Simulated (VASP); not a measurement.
# Sn24HO47 (a cell with a defect) in VASP: notebook, part 2 of 2

VASP 6.6.1. Earlier steps stand in the parts before.

## Step 3: Single point, PBEsol

INCAR reads:

```
SYSTEM = Sn24HO47
PREC = Accurate
ENCUT = 520
EDIFF = 1E-6
ISMEAR = -1
SIGMA = 0.05
LREAL = Auto
LASPH = .True.
NELM = 120
ALGO = Normal
ISIF = 2
LWAVE = .False.
LCHARG = .True.
GGA = PS
LELF = .True.
LVHAR = .True.
NELECT = 620.0
ISYM = -1
NBANDS = 352
GGA_COMPAT = .False.
```

KPOINTS reads:

```
explicit points
1
Reciprocal
  0.25000000   0.25000000   0.25000000 1
```

POSCAR reads:

```
Sn24HO47
1.0
    9.5380920000      0.0000000000      0.0000000000
    0.0000000000      9.5380920000      0.0000000000
    0.0000000000      0.0000000000      9.6363030000
Sn O H
24 47 1
Direct
    0.9977790000      0.0019190000      0.9998210000
    0.0018360000      0.9976160000      0.3323060000
    0.0020700000      0.9977540000      0.6673910000
    0.0006080000      0.4988480000      0.9998460000
    0.9999120000      0.5007150000      0.3335540000
    0.0000110000      0.5006020000      0.6660140000
    0.5006720000      0.9989210000      0.9997840000
    0.4988720000      0.9993700000      0.3336650000
    0.4988510000      0.9994250000      0.6661130000
    0.4998070000      0.5000310000      0.9996850000
    0.4966660000      0.5033510000      0.3293810000
    0.4966730000      0.5028280000      0.6699730000
    0.2505700000      0.2494490000      0.1663610000
    0.2484900000      0.2486220000      0.4996900000
    0.2505460000      0.2495120000      0.8332190000
    0.2487630000      0.7505980000      0.1658160000
    0.2498890000      0.7495440000      0.4998350000
    0.2488960000      0.7506030000      0.8337100000
    0.7490610000      0.2504440000      0.1667930000
    0.7564380000      0.2428900000      0.4998490000
    0.7491700000      0.2504770000      0.8329660000
    0.7502170000      0.7491600000      0.1664230000
    0.7511860000      0.7511410000      0.5000410000
    0.7503770000      0.7490810000      0.8332720000
    0.1522750000      0.1529890000      0.9996480000
    0.1530690000      0.1524420000      0.3324520000
    0.1532290000      0.1527590000      0.6666670000
    0.1529060000      0.6517260000      0.9994640000
    0.1548130000      0.6513890000      0.3334470000
    0.1547860000      0.6514220000      0.6657010000
    0.6519940000      0.1535040000      0.9997690000
    0.6482270000      0.1582790000      0.3363360000
    0.6491480000      0.1574040000      0.6629770000
    0.6522100000      0.6527190000      0.9997800000
    0.6531150000      0.6496110000      0.3352310000
    0.6543000000      0.6479400000      0.6638860000
    0.3469500000      0.3477140000      0.9999640000
    0.3523210000      0.3450130000      0.3356950000
    0.3500900000      0.3465250000      0.6644920000
    0.3475440000      0.8468900000      0.0000410000
    0.3480430000      0.8447170000      0.3339130000
    0.3480540000      0.8448580000      0.6661800000
    0.8462030000      0.3473550000      0.0002200000
    0.8415010000      0.3506920000      0.3367430000
    0.8408660000      0.3513640000      0.6632050000
    0.8465690000      0.8475870000      0.0000620000
    0.8468940000      0.8463300000      0.3330270000
    0.8474270000      0.8464580000      0.6671520000
    0.0964100000      0.4017240000      0.1681250000
    0.0956140000      0.4011110000      0.4996320000
    0.0963660000      0.4009820000      0.8315170000
    0.0963800000      0.9027120000      0.1652570000
    0.0980190000      0.9019760000      0.4997900000
    0.0967210000      0.9029710000      0.8344230000
    0.5967340000      0.4037200000      0.1675940000
    0.5960200000      0.4028830000      0.8320050000
    0.5982780000      0.9030970000      0.1681050000
    0.5984420000      0.9039120000      0.4999520000
    0.5980040000      0.9032380000      0.8316360000
    0.4034530000      0.0964390000      0.1666260000
    0.4012390000      0.0957070000      0.4999710000
    0.4034410000      0.0971020000      0.8327500000
    0.4017140000      0.5976730000      0.1652090000
    0.4053430000      0.5940910000      0.4997580000
    0.4022960000      0.5981490000      0.8341280000
    0.9014820000      0.0978470000      0.1686900000
    0.9055920000      0.0939670000      0.4998690000
    0.9018720000      0.0982490000      0.8310250000
    0.9026870000      0.5962330000      0.1668780000
    0.9040800000      0.5985220000      0.4996480000
    0.9029470000      0.5957930000      0.8330760000
    0.5935600000      0.4045200000      0.5003920000
```

Potentials or basis: VASP PAW PBE potentials, release 64 (Sn_d, O, H).

Command:

```
cat potpaw_PBE.64/Sn_d/POTCAR potpaw_PBE.64/O/POTCAR potpaw_PBE.64/H/POTCAR > POTCAR
mpirun -np 1 vasp_std > vasp.out
```

OUTCAR:

```text
SYSTEM = Sn24HO47
   PREC = Accurate
   ENCUT = 520
   EDIFF = 1E-6
   ISMEAR = -1
   LREAL = Auto
   LASPH = .True.
   NELM = 120
   ISIF = 2
   GGA = PS
   NELECT = 620.0
   ISYM = -1

 ion  position               nearest neighbor table
   1  0.998  0.002  1.000-  46 2.06  25 2.06  52 2.08  54 2.08  68 2.08  66 2.08   3 3.20   2 3.20
                            21 3.72  19 3.72  24 3.74  13 3.74  22 3.74  15 3.74  16 3.75  18 3.75
   2  0.002  0.998  0.332-  52 2.06  26 2.06  47 2.07  53 2.07  67 2.07  66 2.08   1 3.20   3 3.23
                            20 3.68  16 3.70  17 3.72  23 3.72  14 3.72  22 3.73  13 3.74
   3  0.002  0.998  0.667-  54 2.06  48 2.06  27 2.07  53 2.07  67 2.07  68 2.08   1 3.20   2 3.23
                            20 3.68  18 3.70  17 3.71  23 3.72  14 3.72  15 3.73  24 3.73
   4  0.001  0.499  1.000-  28 2.06  43 2.06  71 2.07  49 2.08  69 2.08  51 2.08   5 3.22   6 3.22
                            15 3.73  13 3.73  16 3.73  18 3.73  21 3.73  19 3.74  24 3.74  22 3.74
   5  1.000  0.501  0.334-  29 2.06  70 2.07  69 2.07  49 2.07  50 2.07  44 2.08   6 3.20   4 3.22
                            22 3.73  17 3.73  23 3.73  16 3.73  14 3.74  19 3.74  20 3.74  13 3.75
   6  0.000  0.501  0.666-  30 2.06  71 2.07  70 2.07  51 2.07  50 2.07  45 2.08   5 3.20   4 3.22
                            17 3.73  24 3.73  23 3.73  18 3.73  14 3.74  20 3.74  21 3.74  15 3.75
   7  0.501  0.999  1.000-  40 2.06  31 2.06  60 2.08  59 2.08  62 2.08  57 2.08   9 3.22   8 3.22
                            22 3.73  24 3.73  18 3.73  16 3.73  19 3.74  21 3.74  13 3.74  15 3.74
   8  0.499  0.999  0.334-  41 2.06  60 2.07  61 2.07  57 2.07  58 2.07  32 2.08   9 3.20   7 3.22
                            17 3.73  13 3.73  14 3.73  16 3.73  23 3.74  20 3.74  19 3.74  22 3.75
   9  0.499  0.999  0.666-  42 2.06  61 2.07  62 2.07  59 2.07  58 2.07  33 2.08   8 3.20   7 3.22
                            17 3.73  15 3.73  14 3.73  18 3.73  23 3.74  20 3.74  21 3.74  24 3.75
  10  0.500  0.500  1.000-  34 2.06  37 2.06  65 2.07  63 2.07  56 2.08  55 2.08  11 3.18  12 3.18
                            21 3.73  19 3.73  24 3.73  22 3.73  15 3.73  13 3.73  18 3.74  16 3.74
  11  0.497  0.503  0.329-  63 2.03  35 2.04  38 2.04  64 2.05  55 2.06  72 2.11  10 3.18  12 3.28
                            16 3.69  17 3.71  22 3.72  13 3.72  19 3.75
  12  0.497  0.503  0.670-  65 2.03  36 2.04  39 2.04  64 2.05  56 2.06  72 2.10  10 3.18  11 3.28
                            18 3.70  17 3.71  15 3.72  24 3.72  21 3.75
  13  0.251  0.249  0.166-  60 2.06  49 2.07  26 2.07  37 2.07  25 2.08  38 2.11  15 3.21  14 3.21
                            11 3.72   8 3.73   4 3.73  10 3.73   2 3.74   1 3.74   7 3.74   5 3.75
  14  0.248  0.249  0.500-  50 2.06  61 2.06  27 2.06  26 2.07  38 2.08  39 2.08  13 3.21  15 3.21
                             3 3.72   2 3.72   8 3.73   9 3.73   6 3.74   5 3.74
  15  0.251  0.250  0.833-  62 2.06  51 2.06  27 2.07  25 2.07  37 2.07  39 2.10  13 3.21  14 3.21
                            12 3.72   9 3.73   4 3.73  10 3.73   3 3.73   1 3.74   7 3.74   6 3.75
  16  0.249  0.751  0.166-  52 2.05  63 2.06  40 2.07  28 2.07  29 2.08  41 2.08  18 3.20  17 3.22
                            11 3.69   2 3.70   4 3.73   5 3.73   8 3.73   7 3.73  10 3.74   1 3.75
  17  0.250  0.750  0.500-  53 2.05  30 2.06  41 2.06  29 2.07  42 2.07  64 2.10  18 3.22  16 3.22
                            11 3.71  12 3.71   3 3.71   2 3.72   8 3.73   6 3.73   5 3.73   9 3.73
  18  0.249  0.751  0.834-  54 2.05  65 2.06  28 2.07  40 2.07  42 2.08  30 2.08  16 3.20  17 3.22
                            12 3.70   3 3.70   9 3.73   6 3.73   4 3.73   7 3.73  10 3.74   1 3.75
  19  0.749  0.250  0.167-  66 2.06  55 2.06  43 2.07  31 2.07  32 2.09  44 2.09  20 3.21  21 3.22
                             1 3.72  10 3.73   4 3.74   7 3.74   5 3.74   8 3.74  11 3.75
  20  0.756  0.243  0.500-  67 2.01  33 2.05  44 2.05  45 2.05  32 2.05  72 2.19  19 3.21  21 3.21
                             2 3.68   3 3.68   8 3.74   9 3.74   6 3.74   5 3.74
  21  0.749  0.250  0.833-  68 2.06  56 2.06  31 2.07  43 2.08  45 2.09  33 2.09  20 3.21  19 3.22
[... 53 lines left out ...]
  71  0.903  0.596  0.833-  24 2.06   6 2.07   4 2.07
  72  0.594  0.405  0.500-  12 2.10  11 2.11  20 2.19

IMPORTANT INFORMATION: All symmetrisations will be switched off!
NOSYMM: (Re-)initialisation of all symmetry stuff for point group C_1.

----------------------------------------------------------------------------------------

                                     Primitive cell

[... 188 lines left out ...]
   EDIFF  = 0.1E-05   stopping-criterion for ELM
   LREAL  =      T    real-space projection
   EDIFFG = 0.1E-04   stopping-criterion for IOM
   NSW    =      0    number of steps for IOM
   IBRION =     -1    ionic relax: 0-MD 1-quasi-New 2-CG
   NFREE  =      0    steps in history (QN), initial steepest desc. (CG)
   ISIF   =      2    stress and relaxation
   ISYM   =     -1    0-nonsym 1-usesym 2-fastsym
   POTIM  = 0.5000    time-step for ionic-motion
   TEBEG  =    0.0;   TEEND  =   0.0 temperature during run
   PSTRESS=    0.0 pullay stress
   NELECT =     620.0000    total number of electrons
   NUPDOWN=      -1.0000    fix difference up-down
   EMIN   =  10.00;   EMAX   =-10.00  energy-range for DOS
   EFERMI =   0.00;   METHOD = LEGACY
   ISMEAR =    -1;   SIGMA  =   0.05  broadening in eV -4-tet -1-fermi 0-gaus
   EFERMI_NEDOS =   21; number of points for ismear=-14 and -15
   IALGO  =     38    algorithm
   IMIX   =      4    mixing-type and parameters
     AMIX     =   0.40;   BMIX     =  1.00
     AMIX_MAG =   1.60;   BMIX_MAG =  1.00
  volume/ion in A,a.u.               =      12.18        82.17
  Fermi-wavevector in a.u.,A,eV,Ry     =   1.458571  2.756300 28.945434  2.127429
  Thomas-Fermi vector in A             =   2.575240
   LORBIT       =      0    0 simple, 1 ext, 2 COOP (PROOUT), +10 PAW based schemes
   GGA     = PS    functional components
   LHFCALC =     F    Hartree Fock is set to
   AEXX    =    0.0000 exact exchange contribution
   IVDW    =     0    specifies the selected vdW correction
   LEPSILON=     F    determine dielectric tensor
   LRPA    =     F    only Hartree local field effects (RPA)
 non-spin polarized calculation
  energy-cutoff  :      520.00
  volume of cell :      876.66
 maximum number of plane-waves:     23594
 NGX is ok and might be reduce to    70
   NGX = 35   NGY = 35   NGZ = 35

 number of electron     620.0000094 magnetization

 Free energy of the ion-electron system (eV)
  ---------------------------------------------------
  ext. energy  EPLUGINS =         0.00000000
  ---------------------------------------------------
  free energy    TOTEN  =      -462.16314724 eV

  energy without entropy =     -462.16230189  energy(sigma->0) =     -462.16272456

 E-fermi :   8.2550     XC(G=0): -11.4107

 val. band max:        7.8737967845   @ k =   0.2500   0.2500   0.2500
 cond. band min:       8.6365795451   @ k =   0.2500   0.2500   0.2500
 fundamental gap:      0.7627827606
 Fermi energy:         8.2549619964

 k-point     1 :       0.2500    0.2500    0.2500
  band No.  band energies     occupation
      1     -15.2450      2.00000
      2     -15.1739      2.00000
      3     -15.1617      2.00000
      4     -15.1077      2.00000
      5     -15.0853      2.00000
      6     -15.0592      2.00000
[... 314 lines left out ...]
    321      10.6745      0.00000
    322      10.7642      0.00000
 [bands above 322 left out]

------------------------ aborting loop because EDIFF is reached ----------------------------------------

  FORCE on cell =-STRESS in cart. coord.  units (eV):
  Direction    XX          YY          ZZ          XY          YZ          ZX
  --------------------------------------------------------------------------------------
  -------------------------------------------------------------------------------------
  Total       30.9721986     30.9790399     36.9881032     -1.0297457      0.2783222      0.3355942
  in kB       56.6042650     56.6167681     67.5988304     -1.8819458      0.5086570      0.6133262
  external PRESSURE =      60.2732878 kB  Pullay stress =       0.0000000 kB

 VOLUME and BASIS-vectors are now :
 -----------------------------------------------------------------------------
  energy-cutoff  :      520.00
  volume of cell :      876.66
      direct lattice vectors                 reciprocal lattice vectors
     9.538092000  0.000000000  0.000000000     0.104842771  0.000000000  0.000000000
     0.000000000  9.538092000  0.000000000     0.000000000  0.104842771  0.000000000
     0.000000000  0.000000000  9.636303000     0.000000000  0.000000000  0.103774238

 POSITION                                       TOTAL-FORCE (eV/Angst)
 -----------------------------------------------------------------------------------
      9.51691      0.01830      9.63458        -0.005651      0.018356      0.010292
      0.01751      9.51535      3.20220         0.006746      0.000610     -0.005756
      0.01974      9.51667      6.43118         0.012994      0.010605     -0.000800
      0.00580      4.75806      9.63482        -0.004291     -0.017055      0.006083
      9.53725      4.77587      3.21423         0.001641     -0.017926     -0.005613
      0.00010      4.77479      6.41791         0.006428     -0.018934     -0.003136
[... 64 lines left out ...]
      8.61239      5.68273      8.02777        -0.015813      0.022194     -0.007140
      5.66143      3.85835      4.82193         0.018913      0.008337     -0.001749
 -----------------------------------------------------------------------------------
    total drift:                               -0.058241      0.051506      0.018210

  FREE ENERGIE OF THE ION-ELECTRON SYSTEM (eV)
  ---------------------------------------------------
  free  energy   TOTEN  =      -462.1631472381 eV

  energy  without entropy=     -462.1623018887  energy(sigma->0) =     -462.16272456
```

Wall time 11 min (1 thread of Intel Xeon 6975P-C (Granite Rapids), shared host); peak memory 0.84 GiB.

What came out:

```yaml
Free_energy: -462.1631 eV
Largest_force: 0.043 eV/Å
```

Forces in eV/Å, atoms in the order of the input:
```
Sn  -0.006  0.018  0.010
Sn   0.007  0.001 -0.006
Sn   0.013  0.011 -0.001
Sn  -0.004 -0.017  0.006
Sn   0.002 -0.018 -0.006
Sn   0.006 -0.019 -0.003
Sn  -0.008  0.021  0.010
Sn  -0.007  0.021 -0.007
Sn  -0.002  0.023 -0.010
Sn   0.000 -0.015  0.013
Sn   0.013 -0.019  0.031
Sn  -0.006 -0.027 -0.031
Sn  -0.015 -0.022  0.002
Sn  -0.009 -0.041 -0.010
Sn  -0.012 -0.019  0.006
Sn   0.004  0.020  0.004
Sn   0.003  0.017 -0.009
Sn   0.005  0.011  0.002
Sn   0.010 -0.023  0.001
Sn  -0.033  0.013 -0.005
Sn   0.008 -0.029  0.006
Sn   0.004  0.027  0.005
Sn   0.002  0.026 -0.022
Sn   0.000  0.035  0.012
O   -0.005 -0.003 -0.003
O   -0.004 -0.004  0.012
O    0.005 -0.001 -0.008
O   -0.013 -0.017  0.003
O   -0.015 -0.017 -0.005
O   -0.014 -0.024  0.007
O   -0.006 -0.007 -0.017
O   -0.008  0.006  0.001
O   -0.017  0.006  0.012
O   -0.021 -0.029 -0.011
O   -0.006 -0.021  0.002
O   -0.004 -0.030 -0.002
O    0.023  0.016 -0.009
O    0.004  0.016  0.012
O    0.011  0.014  0.005
O    0.013 -0.004 -0.003
O    0.016  0.003 -0.003
O    0.007  0.001  0.005
O    0.012  0.021 -0.017
O    0.014  0.030  0.011
O    0.014  0.026  0.004
O    0.005 -0.003 -0.006
O    0.009  0.006  0.009
O    0.002  0.003  0.001
O    0.012 -0.012 -0.004
O    0.012  0.000  0.001
O   -0.005  0.009  0.003
O    0.020 -0.015 -0.001
O    0.000 -0.014  0.006
O    0.013 -0.015 -0.002
O    0.005 -0.010  0.002
O    0.017 -0.003 -0.005
O    0.019 -0.018 -0.010
O    0.011 -0.025  0.007
O    0.012 -0.019  0.000
O   -0.009  0.015  0.000
O   -0.002  0.012  0.003
O    0.001  0.001  0.005
O   -0.029  0.025 -0.001
O   -0.007  0.013  0.005
O   -0.019  0.014  0.000
O   -0.010  0.006  0.003
O   -0.002  0.004 -0.003
O   -0.005  0.006 -0.007
O   -0.015  0.013 -0.007
O   -0.021 -0.002  0.013
O   -0.016  0.022 -0.007
H    0.019  0.008 -0.002
```

Levels at points of the mesh, in eV from the Fermi level:
```csv
k point,band 308,band 309,band 310,band 311,band 312,band 313
"(0.25, 0.25, 0.25)",-3.00,-2.70,-0.38,0.38,0.62,1.23
```

Caveat: the cell carries a net charge on a neutralising background, which shifts energy and pressure; the cell is charged against a uniform background, so pressure and absolute levels hang on convention; the PAW data sets were made with another functional, which shifts forces and pressure a little; spin-orbit coupling is left out, which moves the levels of the heavy elements.
